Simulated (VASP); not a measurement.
Crystal: InSb3.

```
CELL_PARAMETERS angstrom
4.80637 0.00000 0.00000
0.00000 4.80637 0.00000
0.00000 0.00000 4.80637
ATOMIC_POSITIONS crystal
In 0.00000 0.00000 0.00000
Sb 0.50000 0.00000 0.50000
Sb 0.00000 0.50000 0.50000
Sb 0.50000 0.50000 0.00000
```

Base run:

| Item | Value |
| --- | --- |
| Program | VASP 6.6.1 |
| Functional | PBE |
| Potentials or basis | VASP PAW PBE potentials, release 64 (In_d, Sb) |
| Cutoff | 520 eV |
| k mesh | 6 × 6 × 6 |
| Occupations | fermi-dirac, width 0.069 eV |
| Spin | no spin polarisation |

Its results: band gap on the k mesh zero (bands 14 and 15 overlap by 4.62 eV); pressure 0.1 GPa.

The run is repeated on the same cell with these changes: k mesh from 6 × 6 × 6 to 1 × 1 × 1; occupations from fermi-dirac, width 0.069 eV to methfessel-paxton, width 0.136057 eV. What comes out?

Band gap on the k mesh zero (filled and empty bands touch); pressure 10.9 GPa.

Caveats: some runs use coarse meshes; spin-orbit coupling is left out, which moves the levels of the heavy elements; semilocal functionals underestimate gaps, so a narrow gap can read as zero (at least some runs).
